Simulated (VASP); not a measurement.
# W4S7 (a cell with a defect) in VASP: notebook, part 3 of 3

VASP 6.6.1. Earlier steps stand in the parts before.

### 5 Single point, PBE+D3(BJ)

File INCAR:

```
SYSTEM = W4S7
PREC = Accurate ; ENCUT = 520
EDIFF = 1E-6 ; ISMEAR = 0
SIGMA = 0.05 ; LREAL = .False.
LASPH = .True. ; NELM = 80
ALGO = Normal ; ISIF = 2
LWAVE = .False. ; LCHARG = .False.
GGA = PE ; IVDW = 12
NELECT = 96.0 ; NBANDS = 60
```

File KPOINTS:

```
regular mesh
0
Gamma
  6 6 6
  0 0 0
```

File POSCAR:

```
W4S7
1.0
    3.1571976361     -5.4684267153      0.0000000000
   -3.1571976361     -5.4684267153      0.0000000000
    0.0000000000     -3.6456178102     -6.0395755976
W S
4 7
Direct
    0.4993440419      0.4993440419      0.0019678744
    0.9993440419      0.4993440419      0.0019678744
    0.4993440419      0.9993440419      0.0019678744
    0.9993440419      0.9993440419      0.0019678744
    0.1225761436      0.1225761436      1.1322715692
    0.7527816500      0.2527816500      0.7416550499
    0.2527816500      0.7527816500      0.7416550499
    0.7527816500      0.7527816500      0.7416550499
    0.5791743081      0.0791743081      0.2624770757
    0.0791743081      0.5791743081      0.2624770757
    0.5791743081      0.5791743081      0.2624770757
```

Potentials or basis: VASP PAW PBE potentials, release 64 (W_sv, S).

Started as:

```console
cat potpaw_PBE.64/W_sv/POTCAR potpaw_PBE.64/S/POTCAR > POTCAR
mpirun -np 1 vasp_std > vasp.out
```

OUTCAR:

```text
SYSTEM = W4S7
   PREC = Accurate
   ENCUT = 520
   EDIFF = 1E-6
   ISMEAR = 0
   LREAL = .False.
   LASPH = .True.
   NELM = 80
   ISIF = 2
   GGA = PE
   IVDW = 12
   NELECT = 96.0
 IVDW          = 12

 ion  position               nearest neighbor table
   1  0.499  0.499  0.002-   8 2.41   7 2.41   6 2.41  11 2.41  10 2.41   9 2.41   4 3.16   4 3.16
                             3 3.16   2 3.16   2 3.16   3 3.16
   2  0.999  0.499  0.002-   5 1.99   7 2.41   8 2.41  10 2.41  11 2.41   3 3.16   3 3.16   4 3.16
                             4 3.16   1 3.16   1 3.16
   3  0.499  0.999  0.002-   5 1.99   6 2.41   8 2.41   9 2.41  11 2.41   2 3.16   2 3.16   1 3.16
                             4 3.16   1 3.16   4 3.16
   4  0.999  0.999  0.002-   5 1.99   6 2.41   7 2.41   9 2.41  10 2.41   1 3.16   1 3.16   3 3.16
                             2 3.16   2 3.16   3 3.16
   5  0.123  0.123  0.132-   4 1.99   3 1.99   2 1.99
   6  0.753  0.253  0.742-   3 2.41   1 2.41   4 2.41
   7  0.253  0.753  0.742-   2 2.41   1 2.41   4 2.41
   8  0.753  0.753  0.742-   1 2.41   2 2.41   3 2.41
   9  0.579  0.079  0.262-   3 2.41   1 2.41   4 2.41
  10  0.079  0.579  0.262-   2 2.41   1 2.41   4 2.41
  11  0.579  0.579  0.262-   1 2.41   2 2.41   3 2.41

  LATTYP: Found a trigonal (rhomboedric) cell.
 ALAT       =     7.0545731704
 COS(alpha) =     0.5994174297

  Lattice vectors:

 A1 = (  -3.1571976361,   1.8228089051,  -6.0395755976)
 A2 = (   3.1571976361,   1.8228089051,  -6.0395755976)
 A3 = (   0.0000000000,  -3.6456178102,  -6.0395755976)

Analysis of symmetry for initial positions (statically):
=====================================================================
 Subroutine PRICEL returns:
 Original cell was already a primitive cell.

 Routine SETGRP: Setting up the symmetry group for a
 trigonal (rhombohedral) supercell.

 Subroutine GETGRP returns: Found  6 space group operations
 (whereof  2 operations were pure point group operations)
 out of a pool of 12 trial point group operations.

The static configuration has the point symmetry C_1h.
 The point group associated with its full space group is C_3v.

Analysis of symmetry for dynamics (positions and initial velocities):
=====================================================================
 Subroutine PRICEL returns:
 Original cell was already a primitive cell.

 Routine SETGRP: Setting up the symmetry group for a
 trigonal (rhombohedral) supercell.

 Subroutine GETGRP returns: Found  6 space group operations
 (whereof  2 operations were pure point group operations)
 out of a pool of 12 trial point group operations.

The dynamic configuration has the point symmetry C_1h.
 The point group associated with its full space group is C_3v.

 Subroutine INISYM returns: Found  6 space group operations
 (whereof  2 operations are pure point group operations),
 and found     1 'primitive' translations

----------------------------------------------------------------------------------------

                                     Primitive cell

  volume of cell :     208.5454

  direct lattice vectors                    reciprocal lattice vectors
     3.157197636 -5.468426715  0.000000000     0.158368293 -0.091433977  0.055191516
    -3.157197636 -5.468426715  0.000000000    -0.158368293 -0.091433977  0.055191516
     0.000000000 -3.645617810 -6.039575598     0.000000000  0.000000000 -0.165574548

  length of vectors
     6.314395272  6.314395272  7.054573170     0.191015161  0.191015161  0.165574548
[... 86 lines left out ...]
   ions per type =               4   7
   NGX,Y,Z   is equivalent  to a cutoff of  12.64, 12.64, 12.73 a.u.
   NGXF,Y,Z  is equivalent  to a cutoff of  25.27, 25.27, 25.45 a.u.
 SYSTEM =  W4S7
   PREC   = accura    normal or accurate (medium, high low for compatibility)
   ISTART =      0    job   : 0-new  1-cont  2-samecut
   ICHARG =      2    charge: 1-file 2-atom 10-const
   ISPIN  =      1    spin polarized calculation?
   LNONCOLLINEAR =      F non collinear calculations
   LSORBIT =      F    spin-orbit coupling
   LASPH  =      T    aspherical Exc in radial PAW
   ENCUT  =  520.0 eV  38.22 Ry    6.18 a.u.  11.74 11.74 13.12*2*pi/ulx,y,z
   NELM   =     80;   NELMIN=  2; NELMDL= -5     # of ELM steps
   EDIFF  = 0.1E-05   stopping-criterion for ELM
   LREAL  =      F    real-space projection
   EDIFFG = 0.1E-04   stopping-criterion for IOM
   NSW    =      0    number of steps for IOM
   IBRION =     -1    ionic relax: 0-MD 1-quasi-New 2-CG
   NFREE  =      0    steps in history (QN), initial steepest desc. (CG)
   ISIF   =      2    stress and relaxation
   ISYM   =      2    0-nonsym 1-usesym 2-fastsym
   POTIM  = 0.5000    time-step for ionic-motion
   TEBEG  =    0.0;   TEEND  =   0.0 temperature during run
   PSTRESS=    0.0 pullay stress
   NELECT =      96.0000    total number of electrons
   NUPDOWN=      -1.0000    fix difference up-down
   EMIN   =  10.00;   EMAX   =-10.00  energy-range for DOS
   EFERMI =   0.00;   METHOD = LEGACY
   ISMEAR =     0;   SIGMA  =   0.05  broadening in eV -4-tet -1-fermi 0-gaus
   EFERMI_NEDOS =   21; number of points for ismear=-14 and -15
   IALGO  =     38    algorithm
   IMIX   =      4    mixing-type and parameters
     AMIX     =   0.40;   BMIX     =  1.00
     AMIX_MAG =   1.60;   BMIX_MAG =  1.00
  volume/ion in A,a.u.               =      18.96       127.94
  Fermi-wavevector in a.u.,A,eV,Ry     =   1.264052  2.388713 21.739773  1.597828
  Thomas-Fermi vector in A             =   2.397377
   LORBIT       =      0    0 simple, 1 ext, 2 COOP (PROOUT), +10 PAW based schemes
   GGA     = PE    functional components
   LHFCALC =     F    Hartree Fock is set to
   AEXX    =    0.0000 exact exchange contribution
   IVDW    =    12    specifies the selected vdW correction
   LEPSILON=     F    determine dielectric tensor
   LRPA    =     F    only Hartree local field effects (RPA)
 non-spin polarized calculation
 Gauss-broadening in eV      SIGMA  =   0.05
  energy-cutoff  :      520.00
  volume of cell :      208.55
 maximum number of plane-waves:      5644
   NGX = 23   NGY = 23   NGZ = 27

 number of electron      95.9999996 magnetization

 Free energy of the ion-electron system (eV)
  ---------------------------------------------------
  ext. energy  EPLUGINS =         0.00000000
  ---------------------------------------------------
  free energy    TOTEN  =       -96.18616927 eV

  energy without entropy =      -96.18616927  energy(sigma->0) =      -96.18616927

 E-fermi :   6.5329     XC(G=0): -10.3348

 val. band max:        6.3302970848   @ k =   0.0000   0.0000   0.5000
 cond. band min:       6.7805262740   @ k =  -0.3333   0.3333   0.0000
 fundamental gap:      0.4502291893
 Fermi energy:         6.5328721264

 k-point     1 :       0.0000    0.0000    0.0000
  band No.  band energies     occupation
      1     -68.1105      2.00000
      2     -67.9830      2.00000
      3     -67.9675      2.00000
      4     -67.9675      2.00000
      5     -32.8041      2.00000
      6     -32.5284      2.00000
[... 1501 lines left out ...]
     59       9.7991      0.00000
     60      10.0074      0.00000

 [... further k-points ...]

------------------------ aborting loop because EDIFF is reached ----------------------------------------

 Edisp (eV)   -4.45287

 E8    (eV) :    -1.8907

  FORCE on cell =-STRESS in cart. coord.  units (eV):
  Direction    XX          YY          ZZ          XY          YZ          ZX
  --------------------------------------------------------------------------------------
  -------------------------------------------------------------------------------------
  Total      -3.00547    -3.00547   -14.45623     0.00000    -0.00000     0.00000
  in kB     -23.08989   -23.08989  -111.06189     0.00000    -0.00000     0.00000
  external pressure =      -52.41 kB  Pullay stress =        0.00 kB

 VOLUME and BASIS-vectors are now :
 -----------------------------------------------------------------------------
  energy-cutoff  :      520.00
  volume of cell :      208.55
      direct lattice vectors                 reciprocal lattice vectors
     3.157197636 -5.468426715  0.000000000     0.158368293 -0.091433977  0.055191516
    -3.157197636 -5.468426715  0.000000000    -0.158368293 -0.091433977  0.055191516
     0.000000000 -3.645617810 -6.039575598     0.000000000  0.000000000 -0.165574548

 POSITION                                       TOTAL-FORCE (eV/Angst)
 -----------------------------------------------------------------------------------
      0.00000     -5.46843     -0.01189         0.000000     -0.000000      0.401501
      1.57860     -8.20264     -0.01189        -7.128419     -4.115595      3.486146
     -1.57860     -8.20264     -0.01189         7.128419     -4.115595      3.486146
      0.00000    -10.93685     -0.01189         0.000000      8.231189      3.486146
      0.00000     -1.82281     -0.79886         0.000000     -0.000000    -10.617873
      1.57860     -8.20264     -4.47928        -0.199985     -0.115461      0.309205
     -1.57860     -8.20264     -4.47928         0.199985     -0.115461      0.309205
      0.00000    -10.93685     -4.47928         0.000000      0.230923      0.309205
      1.57860     -4.55702     -1.58525         0.290493      0.167716     -0.389893
     -1.57860     -4.55702     -1.58525        -0.290493      0.167716     -0.389893
      0.00000     -7.29124     -1.58525         0.000000     -0.335432     -0.389893
 -----------------------------------------------------------------------------------
    total drift:                                0.000000      0.000013      0.000361

  FREE ENERGIE OF THE ION-ELECTRON SYSTEM (eV)
  ---------------------------------------------------
  free  energy   TOTEN  =      -100.6390352244 eV

  energy  without entropy=     -100.6390352244  energy(sigma->0) =     -100.63903522
```

It took 4.3 min on 1 thread of Intel Xeon 6975P-C (Granite Rapids), shared host; peak memory 0.52 GiB.

Results:

| Item | Value |
| --- | --- |
| Free energy | -100.6390 eV |
| Largest force | 10.618 eV/Å |
| Dispersion energy per atom | -0.405 eV |

Forces on the atoms (eV/Å):
```
W     0.000   0.000   0.402
W    -7.128  -4.116   3.486
W     7.128  -4.116   3.486
W     0.000   8.231   3.486
S     0.000   0.000 -10.618
S    -0.200  -0.115   0.309
S     0.200  -0.115   0.309
S     0.000   0.231   0.309
S     0.290   0.168  -0.390
S    -0.290   0.168  -0.390
S     0.000  -0.335  -0.390
```

Caveat: the cell carries a net charge on a neutralising background, which shifts energy and pressure; the cell differs from its parent crystal (atoms taken out, atom 5 moved 0.750 of the way to it and +0.000 Å across, host rigid); the cell is charged against a uniform background, so pressure and absolute levels hang on convention; spin-orbit coupling is left out, which moves the levels of the heavy elements.

### 6 Single point, PBE+D3(BJ)

File INCAR:

```
  PREC = Accurate
  ENCUT = 520
  EDIFF = 1E-6
  ISMEAR = 0
  SIGMA = 0.05
  LREAL = False
  LASPH = True
  NELM = 80
  ALGO = Normal
  ISIF = 2
  LWAVE = False
  LCHARG = False
  GGA = PE
  IVDW = 12
  NELECT = 96.0
  NBANDS = 60
```

File KPOINTS:

```
Automatic mesh
0
Gamma
  6 6 6
```

POSCAR, as its differences from that of step 5:

```diff
@@ -12,3 +12,3 @@
     0.9993440419      0.9993440419      0.0019678744
-    0.1225761436      0.1225761436      1.1322715692
+    0.2093798145      0.2093798145      0.8718605564
     0.7527816500      0.2527816500      0.7416550499
```

Potentials or basis: VASP PAW PBE potentials, release 64 (W_sv, S).

Started as:

```console
cat potpaw_PBE.64/W_sv/POTCAR potpaw_PBE.64/S/POTCAR > POTCAR
mpirun -np 1 vasp_std > vasp.out
```

Run time: 3.9 min. Hardware: 1 thread of Intel Xeon 6975P-C (Granite Rapids), shared host; peak memory 0.51 GiB.

It converged, with:

| Property | Result |
| --- | --- |
| Free energy | -100.6272 eV |
| Largest force | 10.708 eV/Å |
| Dispersion energy per atom | -0.405 eV |

Forces in eV/Å, atoms in the order of the input:
```
W    0.000  0.000 -0.266
W   -7.152 -4.129 -3.576
W    7.152 -4.129 -3.576
W    0.000  8.258 -3.576
S    0.000  0.000 10.708
S    0.364  0.210  0.397
S   -0.364  0.210  0.397
S    0.000 -0.421  0.397
S   -0.268 -0.155 -0.302
S    0.268 -0.155 -0.302
S    0.000  0.310 -0.302
```

Levels at points of the mesh, in eV from the Fermi level:
| k point | band 44 | band 45 | band 46 | band 47 | band 48 | band 49 | band 50 | band 51 | band 52 | band 53 |
| --- | --- | --- | --- | --- | --- | --- | --- | --- | --- | --- |
| (0.00, 0.00, 0.00) | -1.65 | -1.52 | -1.35 | -1.35 | -0.31 | 0.59 | 0.59 | 1.37 | 1.73 | 1.73 |
| (0.50, 0.00, 0.00) | -1.99 | -1.74 | -1.41 | -1.15 | -1.03 | 0.32 | 0.71 | 0.96 | 1.51 | 1.82 |
| (0.50, 0.50, 0.00) | -2.07 | -1.94 | -1.52 | -1.31 | -1.22 | 0.44 | 0.67 | 1.28 | 1.39 | 1.82 |
| (0.00, 0.00, 0.50) | -1.63 | -1.63 | -1.41 | -1.07 | -0.52 | 0.71 | 0.71 | 1.63 | 1.74 | 1.74 |

Caveat: the cell carries a net charge on a neutralising background, which shifts energy and pressure; the cell differs from its parent crystal (atoms taken out, atom 5 moved 0.250 of the way to it and +0.000 Å across, host rigid); the cell is charged against a uniform background, so pressure and absolute levels hang on convention; spin-orbit coupling is left out, which moves the levels of the heavy elements.
